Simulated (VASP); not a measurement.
# SiNi (rocksalt type) (Fm-3m) in VASP: a series of runs, part 3 of 3

VASP 6.6.1. Earlier steps stand in the parts before.

**4. Single point, LDA**

This run uses another cell than the first one, of 12.51 Å³/atom, 1.064 times its volume.

Contents of INCAR:

```
PREC     = Accurate       # precision mode
ENCUT    = 600            # plane-wave cutoff, eV
EDIFF    = 1E-6           # SCF threshold, eV
ISMEAR   = -1             # smearing method
SIGMA    = 0.08           # smearing width, eV
LREAL    = False          # projectors in reciprocal space
LASPH    = True           # aspherical terms in the spheres
NELM     = 120            # most SCF steps
ALGO     = Normal         # electronic algorithm
ISIF     = 2              # what is computed and relaxed
LWAVE    = False          # write WAVECAR
LCHARG   = False          # write CHGCAR
GGA      = CA             # functional
NBANDS   = 14             # bands
GGA_COMPAT= False
```

Contents of KPOINTS:

```
regular mesh
0
Gamma
  16 16 16
```

Contents of POSCAR:

```
SiNi
1.0
    0.0000000000      2.3213761312      2.3213761312
    2.3213761312      0.0000000000      2.3213761312
    2.3213761312      2.3213761312      0.0000000000
Ni Si
1 1
Direct
    0.0000000000      0.0000000000      0.0000000000
    0.5000000000      0.5000000000      0.5000000000
```

Potentials or basis: VASP PAW LDA potentials, release 64 (Ni, Si).

Launch:

```bash
$ cat potpaw_LDA.64/Ni/POTCAR potpaw_LDA.64/Si/POTCAR > POTCAR
$ mpirun -np 1 vasp_std > vasp.out
```

OUTCAR:

```text
PREC = Accurate
   ENCUT = 600
   EDIFF = 1E-6
   ISMEAR = -1
   LREAL = False
   LASPH = True
   NELM = 120
   ISIF = 2
   GGA = CA

 ion  position               nearest neighbor table
   1  0.000  0.000  0.000-   2 2.32   2 2.32   2 2.32   2 2.32   2 2.32   2 2.32
   2  0.500  0.500  0.500-   1 2.32   1 2.32   1 2.32   1 2.32   1 2.32   1 2.32

  LATTYP: Found a face centered cubic cell.
 ALAT       =     4.6427522624

  Lattice vectors:

 A1 = (   0.0000000000,   2.3213761312,   2.3213761312)
 A2 = (   2.3213761312,   0.0000000000,   2.3213761312)
 A3 = (   2.3213761312,   2.3213761312,   0.0000000000)

Analysis of symmetry for initial positions (statically):
=====================================================================
 Subroutine PRICEL returns:
 Original cell was already a primitive cell.

 Routine SETGRP: Setting up the symmetry group for a
 face centered cubic supercell.

 Subroutine GETGRP returns: Found 48 space group operations
[... 9 lines left out ...]

 Routine SETGRP: Setting up the symmetry group for a
 face centered cubic supercell.

 Subroutine GETGRP returns: Found 48 space group operations
[... 11 lines left out ...]
                                     Primitive cell

  volume of cell :      25.0188

  direct lattice vectors                    reciprocal lattice vectors
     0.000000000  2.321376131  2.321376131    -0.215389481  0.215389481  0.215389481
     2.321376131  0.000000000  2.321376131     0.215389481 -0.215389481  0.215389481
     2.321376131  2.321376131  0.000000000     0.215389481  0.215389481 -0.215389481

  length of vectors
     3.282921608  3.282921608  3.282921608     0.373065524  0.373065524  0.373065524

  position of ions in fractional coordinates (direct lattice)
     0.000000000  0.000000000  0.000000000
     0.500000000  0.500000000  0.500000000

  ion indices of the primitive-cell ions
   primitive index   ion index
                 1           1
                 2           2

----------------------------------------------------------------------------------------

 KPOINTS: regular mesh

Automatic generation of k-mesh.
 Grid dimensions read from file:
 generate k-points for:   16   16   16

 Generating k-lattice:

  Cartesian coordinates                     Fractional coordinates (reciprocal lattice)
    -0.013461843  0.013461843  0.013461843     0.062500000  0.000000000  0.000000000
     0.013461843 -0.013461843  0.013461843     0.000000000  0.062500000  0.000000000
     0.013461843  0.013461843 -0.013461843     0.000000000  0.000000000  0.062500000

  Length of vectors
     0.023316595  0.023316595  0.023316595

  Shift w.r.t. Gamma in fractional coordinates (k-lattice)
     0.000000000  0.000000000  0.000000000

 Subroutine IBZKPT returns following result:
 ===========================================

 Found    145 irreducible k-points:

 Following reciprocal coordinates:
            Coordinates               Weight
  0.000000  0.000000  0.000000      1.000000
  0.062500  0.000000  0.000000      8.000000
  0.125000  0.000000  0.000000      8.000000
  0.187500  0.000000  0.000000      8.000000
  0.250000  0.000000  0.000000      8.000000
  0.312500  0.000000  0.000000      8.000000
[... 16 lines left out ...]
 -0.125000  0.062500  0.000000     24.000000
 -0.062500  0.062500  0.000000     12.000000
 [... further k-points ...]
   k-points           NKPTS =    145   k-points in BZ     NKDIM =    145   number of bands    NBANDS=     14
   number of dos      NEDOS =    301   number of ions     NIONS =      2
   total plane-waves  NPLWV =  21952
   dimension x,y,z NGX =    28 NGY =   28 NGZ =   28
   dimension x,y,z NGXF=    56 NGYF=   56 NGZF=   56
   ions per type =               1   1
   NGX,Y,Z   is equivalent  to a cutoff of  14.18, 14.18, 14.18 a.u.
   NGXF,Y,Z  is equivalent  to a cutoff of  28.36, 28.36, 28.36 a.u.
 SYSTEM =  unknown system
   PREC   = accura    normal or accurate (medium, high low for compatibility)
   ISTART =      0    job   : 0-new  1-cont  2-samecut
   ICHARG =      2    charge: 1-file 2-atom 10-const
   ISPIN  =      1    spin polarized calculation?
   LNONCOLLINEAR =      F non collinear calculations
   LSORBIT =      F    spin-orbit coupling
   LASPH  =      T    aspherical Exc in radial PAW
   ENCUT  =  600.0 eV  44.10 Ry    6.64 a.u.   6.56  6.56  6.56*2*pi/ulx,y,z
   NELM   =    120;   NELMIN=  2; NELMDL= -5     # of ELM steps
   EDIFF  = 0.1E-05   stopping-criterion for ELM
   LREAL  =      F    real-space projection
   EDIFFG = 0.1E-04   stopping-criterion for IOM
   NSW    =      0    number of steps for IOM
   IBRION =     -1    ionic relax: 0-MD 1-quasi-New 2-CG
   NFREE  =      0    steps in history (QN), initial steepest desc. (CG)
   ISIF   =      2    stress and relaxation
   ISYM   =      2    0-nonsym 1-usesym 2-fastsym
   POTIM  = 0.5000    time-step for ionic-motion
   TEBEG  =    0.0;   TEEND  =   0.0 temperature during run
   PSTRESS=    0.0 pullay stress
   NELECT =      14.0000    total number of electrons
   NUPDOWN=      -1.0000    fix difference up-down
   EMIN   =  10.00;   EMAX   =-10.00  energy-range for DOS
   EFERMI =   0.00;   METHOD = LEGACY
   ISMEAR =    -1;   SIGMA  =   0.08  broadening in eV -4-tet -1-fermi 0-gaus
   EFERMI_NEDOS =   21; number of points for ismear=-14 and -15
   IALGO  =     38    algorithm
   IMIX   =      4    mixing-type and parameters
     AMIX     =   0.40;   BMIX     =  1.00
     AMIX_MAG =   1.60;   BMIX_MAG =  1.00
  volume/ion in A,a.u.               =      12.51        84.42
  Fermi-wavevector in a.u.,A,eV,Ry     =   1.349052  2.549338 24.761802  1.819941
  Thomas-Fermi vector in A             =   2.476670
   LORBIT       =      0    0 simple, 1 ext, 2 COOP (PROOUT), +10 PAW based schemes
   GGA     = CA    functional components
   LHFCALC =     F    Hartree Fock is set to
   AEXX    =    0.0000 exact exchange contribution
   IVDW    =     0    specifies the selected vdW correction
   LEPSILON=     F    determine dielectric tensor
   LRPA    =     F    only Hartree local field effects (RPA)
 non-spin polarized calculation
  energy-cutoff  :      600.00
  volume of cell :       25.02
 maximum number of plane-waves:       869
 NGX is ok and might be reduce to    28
   NGX = 13   NGY = 13   NGZ = 13

 number of electron      14.0000002 magnetization

 Free energy of the ion-electron system (eV)
  ---------------------------------------------------
  ext. energy  EPLUGINS =         0.00000000
  ---------------------------------------------------
  free energy    TOTEN  =       -12.65796782 eV

  energy without entropy =      -12.63279887  energy(sigma->0) =      -12.64538334

 E-fermi :   9.7035     XC(G=0): -12.2399

 val. band max:        9.7004264521   @ k =  -0.2500   0.1250   0.0000
 cond. band min:       9.7170051165   @ k =   0.5000   0.4375   0.0625
 fundamental gap:      0.0165786643
 Fermi energy:         9.7034849419

 k-point     1 :       0.0000    0.0000    0.0000
  band No.  band energies     occupation
      1      -2.7316      2.00000
      2       6.9727      2.00000
      3       6.9727      2.00000
      4       6.9862      2.00000
      5       6.9862      2.00000
      6       6.9862      2.00000
      7      13.9578      0.00000
      8      13.9578      0.00000
      9      13.9578      0.00000
     10      20.0843      0.00000
     11      20.0843      0.00000
     12      20.0843      0.00000
     13      21.8433      0.00000
     14      23.0610      0.00000

 k-point     2 :       0.0625    0.0000    0.0000
  band No.  band energies     occupation
      1      -2.6516      2.00000
      2       6.9358      2.00000
      3       6.9358      2.00000
      4       6.9431      2.00000
      5       7.0113      2.00000
      6       7.0113      2.00000
      7      13.5413      0.00000
      8      13.9945      0.00000
      9      13.9945      0.00000
     10      19.6472      0.00000
     11      20.1540      0.00000
     12      20.1540      0.00000
     13      22.5474      0.00000
     14      23.3430      0.00000
[... 343 lines left out ...]
      1      -2.2279      2.00000
      2       6.7147      2.00000
      3       6.7285      2.00000
      4       6.7713      2.00000
      5       7.1086      2.00000
      6       7.1734      2.00000
      7      12.1558      0.00000
      8      13.3677      0.00000
      9      14.6400      0.00000
     10      18.8931      0.00000
     11      20.0617      0.00000
     12      20.1751      0.00000
     13      21.0122      0.00000
     14      22.8193      0.00000

 k-point    24 :      -0.0625    0.0625    0.0000
  band No.  band energies     occupation
      1      -2.5187      2.00000
      2       6.8588      2.00000
      3       6.8843      2.00000
      4       6.8845      2.00000
      5       7.0345      2.00000
      6       7.0670      2.00000
      7      13.1692      0.00000
      8      13.5553      0.00000
      9      14.2981      0.00000
     10      19.2959      0.00000
     11      20.1956      0.00000
     12      20.2205      0.00000
     13      22.0608      0.00000
     14      23.3605      0.00000

 [... further k-points ...]
[... 5 lines left out ...]
  --------------------------------------------------------------------------------------
  -------------------------------------------------------------------------------------
  Total        0.0457239      0.0457239      0.0457239     -0.0000000      0.0000000      0.0000000
  in kB        2.9281086      2.9281086      2.9281086     -0.0000000      0.0000000      0.0000000
  external PRESSURE =       2.9281086 kB  Pullay stress =       0.0000000 kB

 VOLUME and BASIS-vectors are now :
 -----------------------------------------------------------------------------
  energy-cutoff  :      600.00
  volume of cell :       25.02
      direct lattice vectors                 reciprocal lattice vectors
     0.000000000  2.321376131  2.321376131    -0.215389481  0.215389481  0.215389481
     2.321376131  0.000000000  2.321376131     0.215389481 -0.215389481  0.215389481
     2.321376131  2.321376131  0.000000000     0.215389481  0.215389481 -0.215389481

 POSITION                                       TOTAL-FORCE (eV/Angst)
 -----------------------------------------------------------------------------------
      0.00000      0.00000      0.00000         0.000000      0.000000      0.000000
      2.32138      2.32138      2.32138        -0.000000     -0.000000     -0.000000
 -----------------------------------------------------------------------------------
    total drift:                               -0.000000     -0.000000      0.000000

  FREE ENERGIE OF THE ION-ELECTRON SYSTEM (eV)
  ---------------------------------------------------
  free  energy   TOTEN  =       -12.6579678176 eV

  energy  without entropy=      -12.6327988696  energy(sigma->0) =      -12.64538334
```

It took 39 s on 1 thread of Intel Xeon 6975P-C, shared host; peak memory 0.19 GiB.

What came out:

```yaml
Free_energy: -12.6580 eV
Pressure: 0.3 GPa
Band_gap_on_the_k_mesh: zero (band 7 reaches 13.96 eV, above the bottom of band 8 at 8.61 eV)
```

Levels at points of the mesh, in eV from the Fermi level:
| k point | band 5 | band 6 | band 7 | band 8 | band 9 | band 10 |
| --- | --- | --- | --- | --- | --- | --- |
| (0.00, 0.00, 0.00) | -2.72 | -2.72 | 4.25 | 4.25 | 4.25 | 10.38 |
| (0.50, 0.00, 0.00) | -1.90 | -1.90 | -1.25 | 5.99 | 5.99 | 6.41 |
| (0.50, 0.50, 0.00) | -1.70 | -1.70 | -0.75 | -0.16 | -0.16 | 4.06 |

**5. Overview**

| cell | cutoff (eV) | gap on the mesh (eV) | pressure (GPa) |
| --- | --- | --- | --- |
| a = 3.216 Å, angles 60.0°, 2 atoms | 520 | none | 12.2 |
| a = 3.146 Å, angles 60.0°, 2 atoms | 600 | none | 28.6 |
| a = 3.283 Å, angles 60.0°, 2 atoms | 600 | none | 0.3 |

Alike in all rows: task single point; level LDA; potentials or basis VASP PAW LDA potentials, release 64 (Ni, Si); no spin polarisation; k mesh 16 × 16 × 16; smearing fermi-dirac 0.08 eV.

Absolute energies hang on the potentials; compare differences alone.
